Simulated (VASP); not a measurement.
Write the native input for VASP 6.6.1 that does the following.

* Task: single point
* Functional: PBE
* Potentials or basis: VASP PAW PBE potentials, release 64 (Hf_pv, N, O)
* Cutoff: 520 eV
* k mesh: 12 × 12 × 4
* Occupations: gaussian, width 0.1 eV
* Spin: no spin polarisation
* Dipole correction: no
* Further INCAR settings: ALGO = Normal; EDIFF = 1e-06; NBANDS = 37

The structure of Hf4N2O lies in POSCAR:

```
Hf4N2O
1.0
    3.1787819358      0.0000000000      0.0000000000
   -1.5893909679      2.7529059094      0.0000000000
    0.0000000000      0.0000000000     10.7958158783
Hf N O
4 2 1
Direct
    0.6666666667      0.3333333333      0.8628952479
    0.6666666667      0.3333333333      0.3809751707
    0.3333333333      0.6666666667      0.1371047521
    0.3333333333      0.6666666667      0.6190248293
    0.0000000000      0.0000000000      0.7425833449
    0.0000000000      0.0000000000      0.2574166551
    0.0000000000      0.0000000000      0.0000000000
```

One way to write it, as run:

INCAR

```
SYSTEM = Hf4N2O
PREC = Accurate
ENCUT = 520
EDIFF = 1E-6
ISMEAR = 0
SIGMA = 0.1
LREAL = .False.
LASPH = .True.
NELM = 100
ALGO = Normal
ISIF = 2
LWAVE = .False.
LCHARG = .False.
GGA = PE
NBANDS = 37
```

KPOINTS

```
regular mesh
0
Gamma
  12 12 4
  0 0 0
```

Potentials or basis: VASP PAW PBE potentials, release 64 (Hf_pv, N, O).

Run with:

```bash
$ cat potpaw_PBE.64/Hf_pv/POTCAR potpaw_PBE.64/N/POTCAR potpaw_PBE.64/O/POTCAR > POTCAR
$ mpirun -np 1 vasp_std > vasp.out
```

It gave:

```json
{
  "Pressure": "-1.8 GPa",
  "Largest force": "0.101 eV/Å",
  "Band gap on the k mesh": "zero (bands 28 and 29 overlap by 0.76 eV)"
}
```

Caveat: spin-orbit coupling is left out, which moves the levels of the heavy elements.

Wall time 2.2 min on 1 thread of Intel(R) Xeon(R) 6975P-C (Granite Rapids), on a shared host, peak memory 0.33 GiB.
